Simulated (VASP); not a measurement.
# BP (I-4m2) in VASP: notebook

Runs on BP. Level: PBE. Tasks: single point.

Everything below comes from runs of VASP 6.6.1. Logs are shortened: lines on timing, memory, paths and dates and some standing lists are left out, and cuts for length are marked.

## Step 1: The cell of the first run

The structure is tetragonal, space group I-4m2 (No. 119). Conventional cell: a = 3.337 Å, b = 3.337 Å, c = 4.356 Å, α = 90.00°, β = 90.00°, γ = 90.00°. B (site symmetry -4m2) has 4 P at 1.99 Å within 2.6 Å. Within 2.6 Å of P (site symmetry -4m2) lie 4 B at 1.99 Å.

## Step 2: Single point, PBE (strain +0.040 along x and y, -0.040 along z)

INCAR reads:

```
SYSTEM = BP
PREC = Accurate ; ENCUT = 520
EDIFF = 1E-6 ; ISMEAR = 0
SIGMA = 0.05 ; LREAL = .False.
LASPH = .True. ; NELM = 60
ALGO = Normal ; ISIF = 2
LWAVE = .False. ; LCHARG = .True.
GGA = PE ; LELF = .True.
LVHAR = .True. ; NBANDS = 11
```

KPOINTS reads:

```
Automatic mesh
0
Gamma
  10 10 10
  0 0 0
```

POSCAR reads:

```
BP
1.0
    0.0000000000      2.3597600000      2.1782400000
    2.3597600000      0.0000000000      2.1782400000
    2.3597600000      2.3597600000      0.0000000000
B P
1 1
Direct
    0.0000000000      0.0000000000      0.0000000000
    0.7500000000      0.7500000000      0.7500000000
```

Potentials or basis: VASP PAW PBE potentials, release 64 (B, P).

Command:

```bash
cat potpaw_PBE.64/B/POTCAR potpaw_PBE.64/P/POTCAR > POTCAR
mpirun -np 1 vasp_std > vasp.out
```

OUTCAR:

```text
SYSTEM = BP
   PREC = Accurate
   ENCUT = 520
   EDIFF = 1E-6
   ISMEAR = 0
   LREAL = .False.
   LASPH = .True.
   NELM = 60
   ISIF = 2
   GGA = PE

 ion  position               nearest neighbor table
   1  0.000  0.000  0.000-   2 1.99   2 1.99   2 1.99   2 1.99
   2  0.750  0.750  0.750-   1 1.99   1 1.99   1 1.99   1 1.99

  LATTYP: Found a body centered tetragonal cell.
 ALAT       =     3.3372045959
 C/A-ratio  =     1.3054279037

  Lattice vectors:

 A1 = (   0.0000000000,  -2.3597600000,  -2.1782400000)
 A2 = (   0.0000000000,   2.3597600000,  -2.1782400000)
 A3 = (   2.3597600000,   0.0000000000,   2.1782400000)

Analysis of symmetry for initial positions (statically):
=====================================================================
 Subroutine PRICEL returns:
 Original cell was already a primitive cell.

 Routine SETGRP: Setting up the symmetry group for a
 body centered tetragonal supercell.

 Subroutine GETGRP returns: Found  8 space group operations
 (whereof  8 operations were pure point group operations)
 out of a pool of 16 trial point group operations.

The static configuration has the point symmetry D_2d.

Analysis of symmetry for dynamics (positions and initial velocities):
=====================================================================
 Subroutine PRICEL returns:
 Original cell was already a primitive cell.

 Routine SETGRP: Setting up the symmetry group for a
 body centered tetragonal supercell.

 Subroutine GETGRP returns: Found  8 space group operations
 (whereof  8 operations were pure point group operations)
 out of a pool of 16 trial point group operations.

The dynamic configuration has the point symmetry D_2d.

 Subroutine INISYM returns: Found  8 space group operations
 (whereof  8 operations are pure point group operations),
 and found     1 'primitive' translations

----------------------------------------------------------------------------------------

                                     Primitive cell

  volume of cell :      24.2589

  direct lattice vectors                    reciprocal lattice vectors
     0.000000000  2.359760000  2.178240000    -0.211885955  0.211885955  0.229543117
     2.359760000  0.000000000  2.178240000     0.211885955 -0.211885955  0.229543117
     2.359760000  2.359760000  0.000000000     0.211885955  0.211885955 -0.229543117

  length of vectors
     3.211416627  3.211416627  3.337204596     0.377467029  0.377467029  0.377467029

  position of ions in fractional coordinates (direct lattice)
     0.000000000  0.000000000  0.000000000
     0.750000000  0.750000000  0.750000000

[... 81 lines left out ...]
   NFREE  =      0    steps in history (QN), initial steepest desc. (CG)
   ISIF   =      2    stress and relaxation
   ISYM   =      2    0-nonsym 1-usesym 2-fastsym
   POTIM  = 0.5000    time-step for ionic-motion
   TEBEG  =    0.0;   TEEND  =   0.0 temperature during run
   PSTRESS=    0.0 pullay stress
   NELECT =       8.0000    total number of electrons
   NUPDOWN=      -1.0000    fix difference up-down
   EMIN   =  10.00;   EMAX   =-10.00  energy-range for DOS
   EFERMI =   0.00;   METHOD = LEGACY
   ISMEAR =     0;   SIGMA  =   0.05  broadening in eV -4-tet -1-fermi 0-gaus
   EFERMI_NEDOS =   21; number of points for ismear=-14 and -15
   IALGO  =     38    algorithm
   IMIX   =      4    mixing-type and parameters
     AMIX     =   0.40;   BMIX     =  1.00
     AMIX_MAG =   1.60;   BMIX_MAG =  1.00
  volume/ion in A,a.u.               =      12.13        81.85
  Fermi-wavevector in a.u.,A,eV,Ry     =   1.131048  2.137371 17.405519  1.279270
  Thomas-Fermi vector in A             =   2.267746
   LORBIT       =      0    0 simple, 1 ext, 2 COOP (PROOUT), +10 PAW based schemes
   GGA     = PE    functional components
   LHFCALC =     F    Hartree Fock is set to
   AEXX    =    0.0000 exact exchange contribution
   IVDW    =     0    specifies the selected vdW correction
   LEPSILON=     F    determine dielectric tensor
   LRPA    =     F    only Hartree local field effects (RPA)
 non-spin polarized calculation
 Gauss-broadening in eV      SIGMA  =   0.05
  energy-cutoff  :      520.00
  volume of cell :       24.26
 maximum number of plane-waves:       670
   NGX = 11   NGY = 11   NGZ = 13

 number of electron       7.9999999 magnetization

 Free energy of the ion-electron system (eV)
  ---------------------------------------------------
  ext. energy  EPLUGINS =         0.00000000
  ---------------------------------------------------
  free energy    TOTEN  =       -12.84128836 eV

  energy without entropy =      -12.84127818  energy(sigma->0) =      -12.84128327

 E-fermi :   7.5406     XC(G=0): -10.7540

 val. band max:        7.4740856953   @ k =   0.0000   0.0000   0.0000
 cond. band min:       7.6172656330   @ k =   0.4000   0.4000   0.0000
 fundamental gap:      0.1431799377
 Fermi energy:         7.5405604840

 k-point     1 :       0.0000    0.0000    0.0000
  band No.  band energies     occupation
      1      -8.1274      2.00000
      2       6.7718      2.00000
      3       6.7718      2.00000
      4       7.4741      1.93992
      5      10.0743      0.00000
      6      10.5444      0.00000
      7      10.5444      0.00000
      8      13.7300      0.00000
      9      18.0285      0.00000
     10      18.2803      0.00000
     11      19.7981      0.00000
[... 309 lines left out ...]
 k-point    24 :       0.4000    0.3000    0.0000
  band No.  band energies     occupation
      1      -5.0107      2.00000
      2       1.2144      2.00000
      3       2.9823      2.00000
      4       3.1429      2.00000
      5       8.1824      0.00000
      6      10.2441      0.00000
      7      16.1215      0.00000
      8      16.2354      0.00000
      9      21.0828      0.00000
     10      21.7248      0.00000
     11      24.0355      0.00000

 [... further k-points ...]
[... 5 lines left out ...]
  --------------------------------------------------------------------------------------
  -------------------------------------------------------------------------------------
  Total       -1.6900298     -1.6900298      1.1174021      0.0000000      0.0000000      0.0000000
  in kB     -111.6178229   -111.6178229     73.7986940      0.0000000      0.0000000      0.0000000
  external PRESSURE =     -49.8123173 kB  Pullay stress =       0.0000000 kB

 VOLUME and BASIS-vectors are now :
 -----------------------------------------------------------------------------
  energy-cutoff  :      520.00
  volume of cell :       24.26
      direct lattice vectors                 reciprocal lattice vectors
     0.000000000  2.359760000  2.178240000    -0.211885955  0.211885955  0.229543117
     2.359760000  0.000000000  2.178240000     0.211885955 -0.211885955  0.229543117
     2.359760000  2.359760000  0.000000000     0.211885955  0.211885955 -0.229543117

 POSITION                                       TOTAL-FORCE (eV/Angst)
 -----------------------------------------------------------------------------------
      0.00000      0.00000      0.00000         0.000000      0.000000      0.000000
      3.53964      3.53964      3.26736        -0.000000     -0.000000     -0.000000
 -----------------------------------------------------------------------------------
    total drift:                               -0.000000     -0.000000      0.000000

  FREE ENERGIE OF THE ION-ELECTRON SYSTEM (eV)
  ---------------------------------------------------
  free  energy   TOTEN  =       -12.8412883629 eV

  energy  without entropy=      -12.8412781842  energy(sigma->0) =      -12.84128327
```

Run time: 37 s. Hardware: 1 thread of AMD EPYC 7R13, shared host; peak memory 0.12 GiB.

Results:

| Property | Result |
| --- | --- |
| Free energy | -12.8413 eV |
| Pressure | -5.0 GPa |
| Band gap on the k mesh | 0.14 eV, indirect (least direct gap 2.60 eV) |

Stress tensor (GPa, compression positive):
```
-11.16   0.00   0.00
  0.00 -11.16   0.00
  0.00   0.00   7.38
```

Caveat: the cell differs from its parent crystal (strain +0.040 along x and y, -0.040 along z).

## Step 3: Single point, PBE (strain +0.080 along x and y, -0.080 along z)

INCAR reads:

```
  ALGO = Normal
  EDIFF = 1E-6
  ENCUT = 520
  GGA = PE
  ISIF = 2
  ISMEAR = 0
  LASPH = True
  LCHARG = False
  LREAL = False
  LWAVE = False
  NBANDS = 11
  NELM = 60
  PREC = Accurate
  SIGMA = 0.05
```

KPOINTS reads:

```
k-points
0
Gamma
  10 10 10
```

POSCAR reads:

```
BP
1.0
    0.0000000000      2.4505200000      2.0874800000
    2.4505200000      0.0000000000      2.0874800000
    2.4505200000      2.4505200000      0.0000000000
B P
1 1
Direct
    0.0000000000      0.0000000000      0.0000000000
    0.7500000000      0.7500000000      0.7500000000
```

Potentials or basis: VASP PAW PBE potentials, release 64 (B, P).

Command:

```bash
cat potpaw_PBE.64/B/POTCAR potpaw_PBE.64/P/POTCAR > POTCAR
mpirun -np 1 vasp_std > vasp.out
```

OUTCAR:

```text
EDIFF = 1E-6
   ENCUT = 520
   GGA = PE
   ISIF = 2
   ISMEAR = 0
   LASPH = True
   LREAL = False
   NELM = 60
   PREC = Accurate

 ion  position               nearest neighbor table
   1  0.000  0.000  0.000-   2 2.02   2 2.02   2 2.02   2 2.02
   2  0.750  0.750  0.750-   1 2.02   1 2.02   1 2.02   1 2.02

  LATTYP: Found a body centered tetragonal cell.
 ALAT       =     3.4655586189
 C/A-ratio  =     1.2047004420

  Lattice vectors:

 A1 = (   0.0000000000,  -2.4505200000,  -2.0874800000)
[... 512 lines left out ...]
      5       7.2177      0.00000
      6       9.7212      0.00000
      7      15.3873      0.00000
      8      15.5723      0.00000
      9      20.6006      0.00000
     10      20.8902      0.00000
     11      23.7010      0.00000

 [... further k-points ...]
[... 5 lines left out ...]
  --------------------------------------------------------------------------------------
  -------------------------------------------------------------------------------------
  Total       -3.1343680     -3.1343680      1.7226083      0.0000000      0.0000000      0.0000000
  in kB     -200.3049802   -200.3049802    110.0850386      0.0000000      0.0000000      0.0000000
  external PRESSURE =     -96.8416406 kB  Pullay stress =       0.0000000 kB

 VOLUME and BASIS-vectors are now :
 -----------------------------------------------------------------------------
  energy-cutoff  :      520.00
  volume of cell :       25.07
      direct lattice vectors                 reciprocal lattice vectors
     0.000000000  2.450520000  2.087480000    -0.204038327  0.204038327  0.239523253
     2.450520000  0.000000000  2.087480000     0.204038327 -0.204038327  0.239523253
     2.450520000  2.450520000  0.000000000     0.204038327  0.204038327 -0.239523253

 POSITION                                       TOTAL-FORCE (eV/Angst)
 -----------------------------------------------------------------------------------
      0.00000      0.00000      0.00000         0.000000      0.000000      0.000000
      3.67578      3.67578      3.13122        -0.000000     -0.000000     -0.000000
 -----------------------------------------------------------------------------------
    total drift:                               -0.000000     -0.000000     -0.000000

  FREE ENERGIE OF THE ION-ELECTRON SYSTEM (eV)
  ---------------------------------------------------
  free  energy   TOTEN  =       -12.5955608786 eV

  energy  without entropy=      -12.5952622425  energy(sigma->0) =      -12.59541156
```

stdout:

```text
POSCAR found type information on POSCAR B P
 POSCAR found :  2 types and       2 ions
 scaLAPACK will be used
 LDA part: xc-table for (Slater+PW92), standard interpolation
 POSCAR, INCAR and KPOINTS ok, starting setup
 FFT: planning ... GRIDC
 FFT: planning ... GRID_SOFT
 FFT: planning ... GRID
 WAVECAR not read
 entering main loop
```

Run time: 36 s. Hardware: 1 thread of AMD EPYC 7R13, shared host; peak memory 0.12 GiB.

Results:

* Free energy: -12.5956 eV
* Pressure: -9.7 GPa
* Band gap on the k mesh: zero (band 4 reaches 7.51 eV, above the bottom of band 5 at 6.67 eV)

Levels at points of the mesh, in eV from the Fermi level:
| k point | band 1 | band 2 | band 3 | band 4 | band 5 | band 6 | band 7 | band 8 | band 9 |
| --- | --- | --- | --- | --- | --- | --- | --- | --- | --- |
| (0.00, 0.00, 0.00) | -15.21 | -0.78 | -0.78 | 0.50 | 2.46 | 3.41 | 3.41 | 5.68 | 9.68 |
| (0.50, 0.00, 0.00) | -12.09 | -8.87 | -2.85 | -1.24 | 2.01 | 3.63 | 5.97 | 9.74 | 12.19 |
| (0.50, 0.50, 0.00) | -9.82 | -7.63 | -5.16 | -5.16 | 0.01 | 0.10 | 11.01 | 11.01 | 14.66 |
| (0.50, 0.00, 0.50) | -11.14 | -9.01 | -3.71 | -3.46 | 1.82 | 2.14 | 9.28 | 11.09 | 12.21 |

Caveat: the cell differs from its parent crystal (strain +0.080 along x and y, -0.080 along z).

## Step 4: Single point, PBE (strain +0.040 along x and y, +0.000 along z)

INCAR reads:

```
SYSTEM = BP
PREC = Accurate ; ENCUT = 520
EDIFF = 1E-6 ; ISMEAR = 0
SIGMA = 0.05 ; LREAL = .False.
LASPH = .True. ; NELM = 80
ALGO = Normal ; ISIF = 2
LWAVE = .False. ; LCHARG = .True.
GGA = PE ; LELF = .True.
LVHAR = .True. ; NBANDS = 11
```

KPOINTS reads:

```
Automatic mesh
0
Gamma
  10 10 10
  0 0 0
```

POSCAR reads:

```
BP
1.0
    0.0000000000      2.3597600000      2.2690000000
    2.3597600000      0.0000000000      2.2690000000
    2.3597600000      2.3597600000      0.0000000000
B P
1 1
Direct
    0.0000000000      0.0000000000      0.0000000000
    0.7500000000      0.7500000000      0.7500000000
```

Command:

```bash
cat potpaw_PBE.64/B/POTCAR potpaw_PBE.64/P/POTCAR > POTCAR
mpirun -np 1 vasp_std > vasp.out
```

Wall time 34 s (1 thread of AMD EPYC 7R13, shared host); peak memory 0.12 GiB.

Results (log left out):

* Free energy: -12.8517 eV
* Pressure: -10.3 GPa
* Band gap on the k mesh: 0.78 eV, indirect (least direct gap 2.92 eV)

Stress tensor (GPa, compression positive):
```
-13.39   0.00   0.00
  0.00 -13.39   0.00
  0.00   0.00  -4.08
```

Levels at points of the mesh, in eV from the valence-band top:
```
           k point  band 1  band 2  band 3  band 4  band 5  band 6  band 7  band 8  band 9
(0.00, 0.00, 0.00)  -15.01   -0.35   -0.35    0.00    2.92    3.15    3.15    5.95   10.78
(0.50, 0.00, 0.00)  -11.98   -8.72   -2.12   -1.67    2.98    4.26    4.71    9.63   13.40
(0.50, 0.50, 0.00)  -10.34   -8.20   -4.31   -4.31    0.97    1.17   11.16   11.16   14.32
(0.50, 0.00, 0.50)  -10.67   -8.53   -3.97   -3.90    1.39    1.67   10.78   11.43   13.81
```

Caveat: the cell differs from its parent crystal (strain +0.040 along x and y, +0.000 along z).

## Step 5: The runs side by side

```tsv
cell	gap on the mesh (eV)	pressure (GPa)
a = 3.211, b = 3.211, c = 3.337 Å, angles 58.7, 58.7, 62.6°, 2 atoms	0.14	-5.0
a = 3.219, b = 3.219, c = 3.466 Å, angles 57.4, 57.4, 65.1°, 2 atoms	none	-9.7
a = 3.274, b = 3.274, c = 3.337 Å, angles 59.4, 59.4, 61.3°, 2 atoms	0.78	-10.3
```

Alike in all rows: task single point; level PBE; potentials or basis VASP PAW PBE potentials, release 64 (B, P); no spin polarisation; k mesh 10 × 10 × 10; cutoff (eV) 520; smearing gaussian 0.05 eV.

Absolute energies hang on the potentials; compare differences alone.
